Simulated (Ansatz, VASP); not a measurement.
**Os in VASP and in Ansatz**

```
CELL_PARAMETERS angstrom
2.77008 0.00000 0.00000
-1.38504 2.39896 0.00000
0.00000 0.00000 4.37654
ATOMIC_POSITIONS crystal
Os 0.66667 0.33333 0.75000
Os 0.33333 0.66667 0.25000
```

Alike in both runs: task single point; functional RPBE; k mesh 11 × 11 × 6; occupations fermi-dirac, width 0.05 eV; no spin polarisation.

```csv
,VASP,Ansatz
version,VASP 6.6.1,Ansatz 0.2.0
potentials or method,"VASP PAW PBE potentials, release 64 (Os)",Ansatz PAW
plane-wave cutoff (eV),520,420
valence electrons in the cell,16,32
```

|  | VASP | Ansatz | Ansatz less VASP |
| --- | --- | --- | --- |
| gap on the k mesh at the Fermi level (eV) | none | none | - |
| pressure (GPa) | -3.4 | -3.0 | +0.46 |
| traceless stress, the component that is largest in VASP (GPa) | -0.43 | -0.32 | +0.118 |

VASP's potentials were made for PBE, not for RPBE. A gap of «none» marks a metal or a gap that the smearing closes. The functional is the same, so the differences come from potentials, cutoffs and numerics. VASP's potentials hold 16 valence electrons a cell and Ansatz's 32, so a difference there can come from the potentials and not from the codes.

Neither program's run includes spin-orbit coupling.
